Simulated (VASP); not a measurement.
# Zn2GeN (R-3m) in VASP: further runs

Zn2GeN is run at these levels: PBE; tasks: single point.

Program: VASP 6.6.1. These are calculated values, not measurements. Logs are shortened: lines on timing, memory, paths and dates and some standing lists are left out, and cuts for length are marked.

## Step 1: The cell of the first run

It takes space group R-3m (No. 166, trigonal). The conventional cell has a = 4.735 Å, b = 4.735 Å, c = 9.053 Å, α = 90.00°, β = 90.00°, γ = 120.00°. Within 2.5 Å of Zn (site symmetry 3m) lie 1 N at 1.88 Å. Ge (site symmetry -3m) has 8 Zn at 2.64 to 2.76 Å and 6 N at 3.12 Å within 3.5 Å. Within 2.5 Å of N (site symmetry -3m) lie 2 Zn at 1.88 Å.

The cell was generated, and may not be a known phase.

## Step 2: Single point, PBE

INCAR

```
SYSTEM = Zn2GeN
PREC = Accurate ; ENCUT = 520
EDIFF = 1E-6 ; ISMEAR = 0
SIGMA = 0.1 ; LREAL = .FALSE.
LASPH = .TRUE. ; NELM = 80
ALGO = Normal ; ISIF = 2
LWAVE = .FALSE. ; LCHARG = .TRUE.
GGA = PE ; LELF = .TRUE.
LVHAR = .TRUE. ; NBANDS = 30
```

KPOINTS

```
Automatic mesh
0
G
  6 6 6
  0 0 0
```

POSCAR

```
Zn2GeN
1.0
    2.3674374300      1.3668406400      3.0175939700
   -2.3674374300      1.3668406400      3.0175939700
    0.0000000000     -2.7336812700      3.0175939700
Zn Ge N
2 1 1
Direct
    0.2081780400      0.2081780400      0.2081780400
    0.7918219600      0.7918219600      0.7918219600
    0.5000000000      0.5000000000      0.5000000000
    0.0000000000      0.0000000000      0.0000000000
```

Potentials or basis: VASP PAW PBE potentials, release 64 (Zn, Ge_d, N).

Launch:

```sh
$ cat potpaw_PBE.64/Zn/POTCAR potpaw_PBE.64/Ge_d/POTCAR potpaw_PBE.64/N/POTCAR > POTCAR
$ mpirun -np 1 vasp_std > vasp.out
```

OUTCAR:

```text
SYSTEM = Zn2GeN
   PREC = Accurate
   ENCUT = 520
   EDIFF = 1E-6
   ISMEAR = 0
   LREAL = .FALSE.
   LASPH = .TRUE.
   NELM = 80
   ISIF = 2
   GGA = PE

 ion  position               nearest neighbor table
   1  0.208  0.208  0.208-   4 1.88   3 2.64   3 2.76   3 2.76   3 2.76   2 2.84   2 2.84   2 2.84

   2  0.792  0.792  0.792-   4 1.88   3 2.64   3 2.76   3 2.76   3 2.76   1 2.84   1 2.84   1 2.84

   3  0.500  0.500  0.500-   1 2.64   2 2.64   1 2.76   2 2.76   1 2.76   1 2.76   2 2.76   2 2.76

   4  0.000  0.000  0.000-   1 1.88   2 1.88

  LATTYP: Found a trigonal (rhomboedric) cell.
 ALAT       =     4.0717179038
 COS(alpha) =     0.3238677493

  Lattice vectors:

 A1 = (   2.3674374300,   1.3668406400,   3.0175939700)
 A2 = (  -2.3674374300,   1.3668406400,   3.0175939700)
 A3 = (   0.0000000000,  -2.7336812700,   3.0175939700)

Analysis of symmetry for initial positions (statically):
=====================================================================
 Subroutine PRICEL returns:
 Original cell was already a primitive cell.

 Routine SETGRP: Setting up the symmetry group for a
 trigonal (rhombohedral) supercell.

 Subroutine GETGRP returns: Found 12 space group operations
 (whereof 12 operations were pure point group operations)
 out of a pool of 12 trial point group operations.

The static configuration has the point symmetry D_3d.

Analysis of symmetry for dynamics (positions and initial velocities):
=====================================================================
 Subroutine PRICEL returns:
 Original cell was already a primitive cell.

 Routine SETGRP: Setting up the symmetry group for a
 trigonal (rhombohedral) supercell.

 Subroutine GETGRP returns: Found 12 space group operations
 (whereof 12 operations were pure point group operations)
 out of a pool of 12 trial point group operations.

The dynamic configuration has the point symmetry D_3d.

 Subroutine INISYM returns: Found 12 space group operations
 (whereof 12 operations are pure point group operations),
 and found     1 'primitive' translations

----------------------------------------------------------------------------------------

                                     Primitive cell

  volume of cell :      58.5880

  direct lattice vectors                    reciprocal lattice vectors
     2.367437430  1.366840640  3.017593970     0.211198824  0.121935698  0.110463282
    -2.367437430  1.366840640  3.017593970    -0.211198824  0.121935698  0.110463282
     0.000000000 -2.733681270  3.017593970     0.000000000 -0.243871395  0.110463282

  length of vectors
     4.071717904  4.071717904  4.071717900     0.267722607  0.267722607  0.267722607

  position of ions in fractional coordinates (direct lattice)
     0.208178040  0.208178040  0.208178040
     0.791821960  0.791821960  0.791821960
     0.500000000  0.500000000  0.500000000
     0.000000000  0.000000000  0.000000000

  ion indices of the primitive-cell ions
   primitive index   ion index
                 1           1
                 2           2
                 3           3
                 4           4

----------------------------------------------------------------------------------------

 KPOINTS: Automatic mesh

Automatic generation of k-mesh.
 Grid dimensions read from file:
 generate k-points for:    6    6    6

 Generating k-lattice:

  Cartesian coordinates                     Fractional coordinates (reciprocal lattice)
     0.035199804  0.020322616  0.018410547     0.166666667 -0.000000000  0.000000000
    -0.035199804  0.020322616  0.018410547    -0.000000000  0.166666667  0.000000000
     0.000000000 -0.040645233  0.018410547     0.000000000  0.000000000  0.166666667

  Length of vectors
     0.044620434  0.044620434  0.044620434

  Shift w.r.t. Gamma in fractional coordinates (k-lattice)
     0.000000000  0.000000000  0.000000000

 Subroutine IBZKPT returns following result:
 ===========================================

 Found     32 irreducible k-points:

 Following reciprocal coordinates:
            Coordinates               Weight
  0.000000  0.000000  0.000000      1.000000
  0.166667  0.000000  0.000000      6.000000
  0.333333  0.000000  0.000000      6.000000
  0.500000  0.000000  0.000000      3.000000
  0.166667  0.166667  0.000000      6.000000
  0.333333  0.166667  0.000000     12.000000
[... 16 lines left out ...]
  0.500000  0.500000  0.166667      6.000000
 -0.333333  0.500000  0.166667     12.000000
 [... further k-points ...]
   k-points           NKPTS =     32   k-points in BZ     NKDIM =     32   number of bands    NBANDS=     30
   number of dos      NEDOS =    301   number of ions     NIONS =      4
   total plane-waves  NPLWV =  27000
   dimension x,y,z NGX =    30 NGY =   30 NGZ =   30
   dimension x,y,z NGXF=    60 NGYF=   60 NGZF=   60
   ions per type =               2   1   1
   NGX,Y,Z   is equivalent  to a cutoff of  12.25, 12.25, 12.25 a.u.
   NGXF,Y,Z  is equivalent  to a cutoff of  24.50, 24.50, 24.50 a.u.
 SYSTEM =  Zn2GeN
   PREC   = accura    normal or accurate (medium, high low for compatibility)
   ISTART =      0    job   : 0-new  1-cont  2-samecut
   ICHARG =      2    charge: 1-file 2-atom 10-const
   ISPIN  =      1    spin polarized calculation?
   LNONCOLLINEAR =      F non collinear calculations
   LSORBIT =      F    spin-orbit coupling
   LASPH  =      T    aspherical Exc in radial PAW
   ENCUT  =  520.0 eV  38.22 Ry    6.18 a.u.   7.57  7.57  7.57*2*pi/ulx,y,z
   NELM   =     80;   NELMIN=  2; NELMDL= -5     # of ELM steps
   EDIFF  = 0.1E-05   stopping-criterion for ELM
   LREAL  =      F    real-space projection
   EDIFFG = 0.1E-04   stopping-criterion for IOM
   NSW    =      0    number of steps for IOM
   IBRION =     -1    ionic relax: 0-MD 1-quasi-New 2-CG
   NFREE  =      0    steps in history (QN), initial steepest desc. (CG)
   ISIF   =      2    stress and relaxation
   ISYM   =      2    0-nonsym 1-usesym 2-fastsym
   POTIM  = 0.5000    time-step for ionic-motion
   TEBEG  =    0.0;   TEEND  =   0.0 temperature during run
   PSTRESS=    0.0 pullay stress
   NELECT =      43.0000    total number of electrons
   NUPDOWN=      -1.0000    fix difference up-down
   EMIN   =  10.00;   EMAX   =-10.00  energy-range for DOS
   EFERMI =   0.00;   METHOD = LEGACY
   ISMEAR =     0;   SIGMA  =   0.10  broadening in eV -4-tet -1-fermi 0-gaus
   EFERMI_NEDOS =   21; number of points for ismear=-14 and -15
   IALGO  =     38    algorithm
   IMIX   =      4    mixing-type and parameters
     AMIX     =   0.40;   BMIX     =  1.00
     AMIX_MAG =   1.60;   BMIX_MAG =  1.00
  volume/ion in A,a.u.               =      14.65        98.84
  Fermi-wavevector in a.u.,A,eV,Ry     =   1.476709  2.790575 29.669797  2.180669
  Thomas-Fermi vector in A             =   2.591202
   LORBIT       =      0    0 simple, 1 ext, 2 COOP (PROOUT), +10 PAW based schemes
   GGA     = PE    functional components
   LHFCALC =     F    Hartree Fock is set to
   AEXX    =    0.0000 exact exchange contribution
   IVDW    =     0    specifies the selected vdW correction
   LEPSILON=     F    determine dielectric tensor
   LRPA    =     F    only Hartree local field effects (RPA)
 non-spin polarized calculation
 Gauss-broadening in eV      SIGMA  =   0.10
  energy-cutoff  :      520.00
  volume of cell :       58.59
 maximum number of plane-waves:      1592
   NGX = 15   NGY = 15   NGZ = 15

 number of electron      42.9999931 magnetization

 Free energy of the ion-electron system (eV)
  ---------------------------------------------------
  ext. energy  EPLUGINS =         0.00000000
  ---------------------------------------------------
  free energy    TOTEN  =       -11.45294683 eV

  energy without entropy =      -11.44163693  energy(sigma->0) =      -11.44729188

 E-fermi :   4.1290     XC(G=0): -11.3182

 val. band max:        4.0828464643   @ k =   0.5000   0.1667   0.0000
 cond. band min:       4.1503420172   @ k =   0.3333   0.1667   0.0000
 fundamental gap:      0.0674955529
 Fermi energy:         4.1290027777

 k-point     1 :       0.0000    0.0000    0.0000
  band No.  band energies     occupation
      1     -20.6292      2.00000
      2     -20.6292      2.00000
      3     -20.5588      2.00000
      4     -20.5586      2.00000
      5     -20.5586      2.00000
      6     -10.7268      2.00000
[... 22 lines left out ...]
     29      12.6538      0.00000
     30      12.6538      0.00000

 k-point     2 :       0.1667    0.0000    0.0000
  band No.  band energies     occupation
      1     -20.6291      2.00000
      2     -20.6291      2.00000
      3     -20.5589      2.00000
      4     -20.5589      2.00000
      5     -20.5577      2.00000
      6     -10.6185      2.00000
[... 22 lines left out ...]
     29      12.5226      0.00000
     30      13.3003      0.00000

 k-point     3 :       0.3333    0.0000    0.0000
  band No.  band energies     occupation
      1     -20.6290      2.00000
      2     -20.6289      2.00000
      3     -20.5593      2.00000
      4     -20.5590      2.00000
      5     -20.5559      2.00000
      6     -10.3828      2.00000
[... 22 lines left out ...]
     29      12.6173      0.00000
     30      14.5529      0.00000

 k-point     4 :       0.5000    0.0000    0.0000
  band No.  band energies     occupation
      1     -20.6290      2.00000
      2     -20.6288      2.00000
      3     -20.5596      2.00000
      4     -20.5591      2.00000
      5     -20.5550      2.00000
      6     -10.2533      2.00000
[... 22 lines left out ...]
     29      14.6433      0.00000
     30      14.9124      0.00000

 k-point     5 :       0.1667    0.1667    0.0000
  band No.  band energies     occupation
      1     -20.6294      2.00000
      2     -20.6288      2.00000
      3     -20.5591      2.00000
      4     -20.5584      2.00000
      5     -20.5575      2.00000
      6     -10.5571      2.00000
[... 22 lines left out ...]
     29      12.9831      0.00000
     30      13.4864      0.00000
[... 526 lines left out ...]
     29      13.7976      0.00000
     30      14.3883      0.00000

 k-point    22 :      -0.1667    0.3333    0.1667
  band No.  band energies     occupation
      1     -20.6295      2.00000
      2     -20.6283      2.00000
      3     -20.5590      2.00000
      4     -20.5584      2.00000
      5     -20.5559      2.00000
      6     -10.2357      2.00000
[... 22 lines left out ...]
     29      13.3108      0.00000
     30      14.4827      0.00000

 k-point    23 :       0.5000    0.5000    0.1667
  band No.  band energies     occupation
      1     -20.6299      2.00000
      2     -20.6278      2.00000
      3     -20.5600      2.00000
      4     -20.5572      2.00000
      5     -20.5540      2.00000
      6     -10.0468      2.00000
[... 22 lines left out ...]
     29      15.2621      0.00000
     30      15.7628      0.00000

 k-point    24 :      -0.3333    0.5000    0.1667
  band No.  band energies     occupation
      1     -20.6298      2.00000
      2     -20.6279      2.00000
      3     -20.5596      2.00000
      4     -20.5575      2.00000
      5     -20.5546      2.00000
      6     -10.0642      2.00000
[... 22 lines left out ...]
     29      14.3567      0.00000
     30      15.7136      0.00000

 [... further k-points ...]

------------------------ aborting loop because EDIFF is reached ----------------------------------------

  FORCE on cell =-STRESS in cart. coord.  units (eV):
  Direction    XX          YY          ZZ          XY          YZ          ZX
  --------------------------------------------------------------------------------------
  -------------------------------------------------------------------------------------
  Total        2.5224181      2.5224181     -0.7434517     -0.0000000     -0.0000000      0.0000000
  in kB       68.9793680     68.9793680    -20.3308194     -0.0000000     -0.0000000      0.0000000
  external PRESSURE =      39.2093055 kB  Pullay stress =       0.0000000 kB

 VOLUME and BASIS-vectors are now :
 -----------------------------------------------------------------------------
  energy-cutoff  :      520.00
  volume of cell :       58.59
      direct lattice vectors                 reciprocal lattice vectors
     2.367437430  1.366840640  3.017593970     0.211198824  0.121935698  0.110463282
    -2.367437430  1.366840640  3.017593970    -0.211198824  0.121935698  0.110463282
     0.000000000 -2.733681270  3.017593970     0.000000000 -0.243871395  0.110463282

 POSITION                                       TOTAL-FORCE (eV/Angst)
 -----------------------------------------------------------------------------------
      0.00000      0.00000      1.88459        -0.000000      0.000000      0.929209
      0.00000      0.00000      7.16819        -0.000000     -0.000000     -0.929209
      0.00000      0.00000      4.52639        -0.000000     -0.000000     -0.000000
      0.00000      0.00000      0.00000         0.000000     -0.000000      0.000000
 -----------------------------------------------------------------------------------
    total drift:                                0.000000      0.000000     -0.000000

  FREE ENERGIE OF THE ION-ELECTRON SYSTEM (eV)
  ---------------------------------------------------
  free  energy   TOTEN  =       -11.4529468349 eV

  energy  without entropy=      -11.4416369297  energy(sigma->0) =      -11.44729188
```

Wall time 45 s (1 thread of Intel Xeon Platinum 8488C (Sapphire Rapids), shared host); peak memory 0.2 GiB.

What came out:

* Free energy: -11.4529 eV
* Pressure: 3.9 GPa
* Largest force: 0.929 eV/Å
* Band gap on the k mesh: zero (an odd number of electrons rules out a gap without spin polarisation)

Forces on the atoms (eV/Å):
```
Zn   0.000  0.000  0.929
Zn   0.000  0.000 -0.929
Ge   0.000  0.000  0.000
N    0.000  0.000  0.000
```

Stress tensor (GPa, compression positive):
```
 6.90  0.00  0.00
 0.00  6.90  0.00
 0.00  0.00 -2.03
```

Caveat: the stress differs along the axes, from -2 to 7 GPa.

## Step 3: Single point, PBE

This run uses another cell than the first one, of 16.27 Å³/atom.

INCAR

```
ALGO = Normal
EDIFF = 1E-6
ENCUT = 520
GGA = PE
ISIF = 2
ISMEAR = 0
LASPH = True
LCHARG = False
LREAL = False
LWAVE = False
NBANDS = 30
NELM = 60
PREC = Accurate
SIGMA = 0.1
```

KPOINTS

```
k-points
0
Gamma
  12 12 12
```

POSCAR

```
Zn2GeN
1.0
    2.5848370932      1.4923563916      2.8117758933
   -2.5848370932      1.4923563916      2.8117758933
    0.0000000000     -2.9847127832      2.8117758932
Zn Ge N
2 1 1
Direct
    0.2188391650      0.2188391650      0.2188391650
    0.7811608350      0.7811608350      0.7811608350
    0.5000000000      0.5000000000      0.5000000000
    0.0000000000      0.0000000000      0.0000000000
```

Potentials or basis: VASP PAW PBE potentials, release 64 (Zn, Ge_d, N).

Launch:

```sh
$ cat potpaw_PBE.64/Zn/POTCAR potpaw_PBE.64/Ge_d/POTCAR potpaw_PBE.64/N/POTCAR > POTCAR
$ mpirun -np 1 vasp_std > vasp.out
```

Wall time 4.2 min (1 thread of Intel Xeon Platinum 8488C (Sapphire Rapids), shared host); peak memory 0.43 GiB.

The run converged. Its results:

```
Free energy            : -11.8008 eV
Pressure               : 0.4 GPa
Largest force          : 0.089 eV/Å
Band gap on the k mesh : zero (an odd number of electrons rules out a gap without spin polarisation)
```

Forces on the atoms (eV/Å):
```
Zn   0.000  0.000  0.089
Zn   0.000  0.000 -0.089
Ge   0.000  0.000  0.000
N    0.000  0.000  0.000
```

Stress tensor (GPa, compression positive):
```
0.05 0.00 0.00
0.00 0.05 0.00
0.00 0.00 1.23
```

Levels at points of the mesh, in eV from the Fermi level:
```csv
k point,band 19,band 20,band 21,band 22,band 23,band 24
"(0.00, 0.00, 0.00)",-1.62,-1.62,-0.88,1.35,1.35,1.66
"(0.50, 0.00, 0.00)",-3.78,-1.24,-1.16,0.12,0.55,3.16
"(0.50, 0.50, 0.00)",-4.45,-3.11,-0.33,-0.04,1.10,1.96
"(0.50, 0.50, 0.50)",-4.37,-2.59,-2.59,-1.55,-1.55,2.30
```

The gap in the log of VASP goes by the Fermi energy; the results here count the filled bands.